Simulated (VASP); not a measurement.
Set up this calculation in VASP 6.6.1, as the native input.

| Item | Value |
| --- | --- |
| Task | single point |
| Functional | LDA |
| Potentials or basis | VASP PAW LDA potentials, release 64 (Al, Co) |
| Cutoff | 520 eV |
| k mesh | 9 × 9 × 21 |
| Occupations | gaussian, width 0.1 eV |
| Spin | no spin polarisation |
| Dipole correction | no |
| Further INCAR settings | ALGO = Fast; EDIFF = 1e-06; NBANDS = 13; ISYM = 0 |

The structure of AlCo lies in POSCAR:

```
AlCo
1.0
    3.9621891199      0.0000000000      0.0000000000
   -1.9810945599      3.4313564324      0.0000000000
   -1.9810945599      1.1437854775      1.6074490055
Al Co
1 1
Direct
    0.0000000000      0.0000000000      0.0000000000
    0.5000000000      0.5000000000      0.5000000000
```

One way to write it, as run:

INCAR

```
SYSTEM = AlCo
PREC = Accurate
ENCUT = 520
EDIFF = 1E-6
ISMEAR = 0
SIGMA = 0.1
LREAL = .False.
LASPH = .True.
NELM = 80
ALGO = Fast
ISIF = 2
LWAVE = .False.
LCHARG = .True.
LELF = .True.
LVHAR = .True.
ISYM = 0
NBANDS = 13
```

KPOINTS

```
Automatic mesh
0
Gamma
  9 9 21
  0 0 0
```

Potentials or basis: VASP PAW LDA potentials, release 64 (Al, Co).

Run with:

```console
$ cat potpaw_LDA.64/Al/POTCAR potpaw_LDA.64/Co/POTCAR > POTCAR
$ mpirun -np 1 vasp_std > vasp.out
```

It gave:

```json
{
 "Pressure": "-0.6 GPa",
 "Band gap on the k mesh": "zero (bands 6 and 7 overlap by 2.52 eV)"
}
```

Caveat: the run has no spin polarisation, though such a crystal can be magnetic.

Run time: 12 min on 1 thread of AMD EPYC 7R43 64-Core Processor (Zen 3) (shared host), peak memory 0.32 GiB.
